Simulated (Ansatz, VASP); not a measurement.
## Pt: VASP beside Ansatz

```xyz
2
Lattice="0.0000 2.8246 2.8246 2.8246 0.0000 2.8246 2.8246 2.8246 0.0000" Properties=species:S:1:pos:R:3 pbc="T T T"
Pt    0.7062    0.7062    0.7062
Pt    4.9431    4.9431    4.9431
```

Alike in both runs: task single point; functional LDA; k mesh 10 × 10 × 10; occupations fermi-dirac, width 0.1 eV; non-collinear spin, spin-orbit coupling.

|  | VASP | Ansatz |
| --- | --- | --- |
| version | VASP 6.6.1 | Ansatz 0.2.0 |
| potentials or method | VASP PAW LDA potentials, release 64 (Pt), cutoff 520 eV | plane waves (420 eV) with PAW, fully relativistic with spin-orbit coupling |
| valence electrons in the cell | 20 | 36 |

```csv
,VASP,Ansatz,Ansatz less VASP
net moment per atom (μB),0.00,0.00,0.000
```

Ansatz warns that its potentials were made for another functional, while VASP's fit it. LDA's correlation is that of Perdew and Zunger in VASP and of Perdew and Wang (1992) in Ansatz. VASP's potentials hold 20 valence electrons a cell and Ansatz's 36, so a difference there can come from the potentials and not from the codes.
